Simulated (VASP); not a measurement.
**Co: single point with PBEsol**

Crystal: Co.

```
Co
1.0
     3.90562    0.00000    0.00000
    -1.95281    3.38236    0.00000
     0.00000    0.00000    2.39219
Co
3
Direct
  0.00000 0.00000 0.00000
  0.33333 0.66667 0.50000
  0.66667 0.33333 0.50000
```

This isn't the form of Co at room conditions, which is hcp.

```yaml
Program: VASP 6.6.1
Task: single point
Functional: PBEsol
Potentials_or_basis: VASP PAW PBE potentials, release 64 (Co)
Cutoff: 520 eV
k_mesh: 11 × 11 × 15
Occupations: fermi-dirac, width 0.1 eV
Spin: no spin polarisation
Dipole_correction: no
Further_INCAR_settings: ALGO = Normal; EDIFF = 1e-06; NBANDS = 20
```

The pressure is -10.4 GPa. The band gap on the k mesh is zero (an odd number of electrons rules out a gap without spin polarisation).

Stress tensor (GPa, compression positive):
```
-10.72   0.00   0.00
  0.00 -10.72   0.00
  0.00   0.00  -9.78
```

Levels at points of the mesh, in eV from the Fermi level:
| k point | band 10 | band 11 | band 12 | band 13 | band 14 | band 15 | band 16 | band 17 | band 18 | band 19 |
| --- | --- | --- | --- | --- | --- | --- | --- | --- | --- | --- |
| (0.00, 0.00, 0.00) | -1.54 | -0.96 | -0.96 | -0.93 | -0.93 | 0.45 | 0.45 | 6.99 | 6.99 | 7.01 |

It took 56 s on 1 thread of Intel(R) Xeon(R) 6975P-C (Granite Rapids) (shared host), peak memory 0.19 GiB.

Caveat: the cell stands under tension; the PAW data sets were made with another functional, which shifts forces and pressure a little; the run has no spin polarisation, though such a crystal can be magnetic. Spin polarisation is off, so any magnetic state and its effect on volume and gap are missing.
